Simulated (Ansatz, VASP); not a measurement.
Ge: VASP beside Ansatz

The input INCAR:

```
SYSTEM = Ge
  PREC = Accurate
  ENCUT = 500
  EDIFF = 1E-6
  ISMEAR = -1
  SIGMA = 0.04
  LREAL = .False.
  LASPH = .True.
  NELM = 120
  ALGO = Normal
  ISIF = 2
  LWAVE = .False.
  LCHARG = .False.
  GGA = PE
  NBANDS = 13
  GGA_COMPAT = .False.
```

File KPOINTS:

```
Automatic mesh
0
Gamma
  6 6 6
  0 0 0
```

The input POSCAR:

```
Ge
1.0
    2.7104700000      0.0000000000      0.0000000000
    0.0000000000      2.7104700000      0.0000000000
    0.0000000000      0.0000000000      2.7104700000
Ge
1
Direct
    0.0000000000      0.0000000000      0.0000000000
```

File input.yaml:

```yaml
crystal:
  lattice:
    - [2.71047, 0.0, 0.0]
    - [0.0, 2.71047, 0.0]
    - [0.0, 0.0, 2.71047]
  atoms:
    - { symbol: Ge, position: [0.0, 0.0, 0.0] }
kpoints:
  mp_grid: { grid: [6, 6, 6] }
scf:
  occupations: { method: fermi_dirac, width: 0.04 }
hamiltonian:
  xc: pbe
  pseudopotentials: { kind: all_electron, lapw: { basis_error: 0.002 } }
output:
  forces: true
  stress: true
  eigenvalues: true
```

Alike in both runs: task single point; functional PBE; k mesh 6 × 6 × 6; occupations fermi-dirac, width 0.04 eV; no spin polarisation.

|  | VASP | Ansatz |
| --- | --- | --- |
| version | VASP 6.6.1 | Ansatz 0.2.0 |
| potentials or method | VASP PAW PBE potentials, release 64 (Ge_d), cutoff 500 eV | all-electron LAPW, scalar-relativistic |

VASP gave:

| Property | Result |
| --- | --- |
| gap on the k mesh at the Fermi level (eV) | none |
| pressure (GPa) | -0.4 |

Problem. Estimate Ansatz's values.

Solution. gap on the k mesh at the Fermi level (eV): none; pressure (GPa): -0.2.

A gap of «none» marks a metal or a gap that the smearing closes. Ansatz ran all-electron here, and VASP with PAW potentials.

The k mesh is coarse, so the values compare programs but aren't converged. Noted on Ansatz's run: the k mesh is thin for a metal, which can move the energy by tens of meV per atom.
